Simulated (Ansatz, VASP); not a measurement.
# Sb: VASP beside Ansatz

```
CELL_PARAMETERS angstrom
2.12567 1.21218 3.72704
-2.17553 1.23368 3.74854
-0.00630 -2.50202 3.75642
ATOMIC_POSITIONS crystal
Sb 0.23364 0.23364 0.23364
Sb 0.76636 0.76636 0.76636
```

Change from the starting cell: equal xy, yz and zx shear strains of -1 %, PAW files.

Alike in both runs: task electric field gradients; functional LDA; k mesh 12 × 12 × 12; occupations fermi-dirac, width 0.03 eV; no spin polarisation.

```csv
,VASP,Ansatz
version,VASP 6.6.1,Ansatz 0.2.0
potentials or method,"VASP PAW LDA potentials, release 64 (Sb)","PAW with Ansatz's default frozen-core files, scalar-relativistic"
plane-wave cutoff (eV),520,420
valence electrons in the cell,10,30
```

|  | VASP | Ansatz | Ansatz less VASP |
| --- | --- | --- | --- |
| pressure (GPa) | -0.6 | -0.8 | -0.28 |
| traceless stress, the component that is largest in VASP (GPa) | 0.60 | 0.60 | -0.006 |
| rms of the force components (eV/Å) | 0.087 | 0.052 | -0.0353 |
| size of Vzz on the site where it differs most (V/Å²) | 44.2 | 47.6 | +3.46 |

LDA's correlation is that of Perdew and Zunger in VASP and of Perdew and Wang (1992) in Ansatz. Atom by atom the forces differ by 0.040 eV/Å (rms over components). VASP's potentials hold 10 valence electrons a cell and Ansatz's 30, so a difference there can come from the potentials and not from the codes.

Spin-orbit coupling is off throughout.
